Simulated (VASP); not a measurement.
A run of VASP 6.6.1 is set up as follows.

The input INCAR:

```
SYSTEM = AgBr
ALGO = Normal
EDIFF = 1E-6
ENCUT = 500
GGA = PS
GGA_COMPAT = .False.
ISIF = 2
ISMEAR = 1
LASPH = .True.
LCHARG = .True.
LELF = .True.
LREAL = .False.
LVHAR = .True.
LWAVE = .False.
NBANDS = 26
NELM = 120
PREC = Accurate
SIGMA = 0.05
```

Contents of KPOINTS:

```
k-points
0
Gamma
  4 4 4
  0 0 0
```

POSCAR

```
AgBr
1.0
    4.0921161929      0.0000000000      0.0414619150
    0.0000000000      4.0919047222      0.0000000000
   -0.0576709946      0.0000000000      5.7835260858
Ag Br
2 2
Direct
    0.7499714111      0.7500000000      0.7499778864
    0.2500285889      0.2500000000      0.2500221136
    0.2499844905      0.2500000000      0.7500035537
    0.7500155095      0.7500000000      0.2499964463
```

Potentials or basis: VASP PAW PBE potentials, release 64 (Ag, Br).

Run with:

```sh
$ cat potpaw_PBE.64/Ag/POTCAR potpaw_PBE.64/Br/POTCAR > POTCAR
$ mpirun -np 1 vasp_std > vasp.out
```

Problem. Estimate the pressure.

Solution. -2.6 GPa.

Problem. What does it give for the band gap on the k mesh?

Solution. 0.51 eV.

Stress tensor (GPa, compression positive):
```
-2.45  0.00  0.00
 0.00 -2.45  0.00
 0.00  0.00 -2.76
```

Caveat: the PAW data sets were made with another functional, which shifts forces and pressure a little. A k mesh can miss the band edges.
